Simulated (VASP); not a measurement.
Set up this calculation in VASP 6.6.1, as the native input.

* Task: single point
* Functional: r2SCAN
* Potentials or basis: VASP PAW PBE potentials, release 64 (Li_sv, Os_sv_GW)
* Cutoff: 830 eV
* k mesh: 20 × 20 × 20
* Occupations: gaussian, width 0.1 eV
* Spin: no spin polarisation
* Dipole correction: no
* Further INCAR settings: ALGO = Normal; EDIFF = 1e-06; NBANDS = 16

The system is LiOs.

```
CELL_PARAMETERS angstrom
2.86256 0.00000 0.00000
0.00000 2.86256 0.00000
0.00000 0.00000 2.86256
ATOMIC_POSITIONS crystal
Li 0.00000 0.00000 0.00000
Os 0.50000 0.50000 0.50000
```

One way to write it, as run:

POSCAR

```
LiOs
1.0
    2.8625631705      0.0000000000      0.0000000000
    0.0000000000      2.8625631705      0.0000000000
    0.0000000000      0.0000000000      2.8625631705
Li Os
1 1
Direct
    0.0000000000      0.0000000000      0.0000000000
    0.5000000000      0.5000000000      0.5000000000
```

INCAR.step1

```
SYSTEM = LiOs
  PREC = Accurate
  ENCUT = 830
  ISMEAR = 0
  SIGMA = 0.1
  LREAL = .False.
  LASPH = .True.
  NELM = 120
  NBANDS = 16
  GGA = PE
  ALGO = Normal
  EDIFF = 1E-5
  LWAVE = .True.
  LCHARG = .False.
  GGA_COMPAT = .False.
```

INCAR.step2

```
SYSTEM = LiOs
  PREC = Accurate
  ENCUT = 830
  EDIFF = 1E-6
  ISMEAR = 0
  SIGMA = 0.1
  LREAL = .False.
  LASPH = .True.
  NELM = 120
  ALGO = Normal
  ISIF = 2
  LWAVE = .False.
  LCHARG = .False.
  METAGGA = R2SCAN
  LMIXTAU = .True.
  NBANDS = 16
  ISTART = 1
  GGA_COMPAT = .False.
```

KPOINTS

```
Automatic mesh
0
Gamma
  20 20 20
  0 0 0
```

Potentials or basis: VASP PAW PBE potentials, release 64 (Li_sv, Os_sv_GW).

Run with:

```bash
$ cat potpaw_PBE.64/Li_sv/POTCAR potpaw_PBE.64/Os_sv_GW/POTCAR > POTCAR
$ cp INCAR.step1 INCAR
$ mpirun -np 1 vasp_std > vasp.out
$ cp INCAR.step2 INCAR
$ mpirun -np 1 vasp_std > vasp.out
```

Results of the run:

The pressure is 1.2 GPa and the band gap on the k mesh is zero (an odd number of electrons rules out a gap without spin polarisation).

Caveat: the PAW data sets were made with another functional, which shifts forces and pressure a little; spin-orbit coupling is left out, which moves the levels of the heavy elements.

It took 5.7 min on 1 thread of Intel(R) Xeon(R) 6975P-C (Granite Rapids), on a shared host, peak memory 0.37 GiB.
